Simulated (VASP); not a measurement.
Wanted: the native input for a VASP 6.6.1 run.

```
Task                   : single point
Functional             : PBE
Potentials or basis    : VASP PAW PBE potentials, release 64 (S)
Cutoff                 : 520 eV
k mesh                 : 9 × 9 × 12
Occupations            : fermi-dirac, width 0.1 eV
Spin                   : no spin polarisation
Dipole correction      : no
Further INCAR settings : ALGO = Normal; EDIFF = 1e-07; NBANDS = 16
```

The structure of S lies in POSCAR:

```
S
1.0
    4.3765721234      0.0000000000      0.0000000000
   -2.1882860617      3.7902226404      0.0000000000
    0.0000000000      0.0000000000      2.3233389038
S
3
Direct
    0.0000000000      0.0000000000      0.0000000000
    0.3333333333      0.6666666667      0.5000000000
    0.6666666667      0.3333333333      0.5000000000
```

These files were run (other wordings do the same):

INCAR

```
SYSTEM = S
PREC = Accurate
ENCUT = 520
EDIFF = 1E-7
ISMEAR = -1
SIGMA = 0.1
LREAL = .FALSE.
LASPH = .TRUE.
NELM = 100
ALGO = Normal
ISIF = 2
LWAVE = .FALSE.
LCHARG = .TRUE.
GGA = PE
LELF = .TRUE.
LVHAR = .TRUE.
NBANDS = 16
```

KPOINTS

```
Automatic mesh
0
G
  9 9 12
  0 0 0
```

Potentials or basis: VASP PAW PBE potentials, release 64 (S).

Run with:

```sh
$ cat potpaw_PBE.64/S/POTCAR > POTCAR
$ mpirun -np 1 vasp_std > vasp.out
```

It gave:

```yaml
Pressure: 29.6 GPa
Band_gap_on_the_k_mesh: zero (band 9 reaches 14.06 eV, above the bottom of band 10 at 7.87 eV)
```

It took 58 s on 1 thread of AMD EPYC 7R13 Processor (Zen 3), with other jobs on the host, peak memory 0.14 GiB.
